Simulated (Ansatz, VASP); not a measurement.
One calculation of TiO, two programs

INCAR

```
ALGO = Normal ; EDIFF = 1E-7
ENCUT = 520 ; GGA = PS
ISIF = 2 ; ISMEAR = 0
LASPH = True ; LCHARG = True
LELF = True ; LREAL = False
LVHAR = True ; LWAVE = False
NBANDS = 16 ; NELM = 60
PREC = Accurate ; SIGMA = 0.15
```

File KPOINTS:

```
k-points
0
Gamma
  18 18 16
```

POSCAR

```
TiO
1.0
    2.7421000000      0.0000000000      0.0000000000
   -1.3710500000      2.3747282597      0.0000000000
    0.0000000000      0.0000000000      3.0173000000
Ti O
1 1
Direct
    0.6666666667      0.3333333333      0.0000000000
    0.0000000000      0.0000000000      0.5000000000
```

Input for Ansatz:

```yaml
crystal:
  lattice:
    - [2.7421, 0.0, 0.0]
    - [-1.37105, 2.3747282597, 0.0]
    - [0.0, 0.0, 3.0173]
  atoms:
    - { symbol: Ti, position: [0.6666666667, 0.3333333333, 0.0] }
    - { symbol: O, position: [0.0, 0.0, 0.5] }
basis:
  ecutwfc: 520.0
kpoints:
  mp_grid: { grid: [18, 18, 16] }
hamiltonian:
  xc: pbesol
  pseudopotentials: { kind: paw, azcp: { folder: soft_1 } }
scf:
  occupations: { method: gaussian, width: 0.15 }
output:
  forces: true
  stress: true
  eigenvalues: true
```

Alike in both runs: task single point; functional PBEsol; k mesh 18 × 18 × 16; occupations gaussian, width 0.15 eV; no spin polarisation.

```csv
,VASP,Ansatz
version,VASP 6.6.1,Ansatz 0.2.0
potentials or method,"VASP PAW PBE potentials, release 64 (Ti_sv, O), cutoff 520 eV","scalar-relativistic, plane waves, PAW"
valence electrons in the cell,18,18
```

|  | VASP | Ansatz | Ansatz less VASP |
| --- | --- | --- | --- |
| gap on the k mesh at the Fermi level (eV) | none | none | - |
| pressure (GPa) | -10.4 | -11.0 | -0.60 |
| traceless stress, the component that is largest in VASP (GPa) | -25.72 | -25.93 | -0.201 |

VASP's potentials were made for PBE, not for PBEsol, and Ansatz warns of the same on its side. A gap of «none» marks a metal or a gap that the smearing closes. The functional is the same, so the differences come from potentials, cutoffs and numerics.
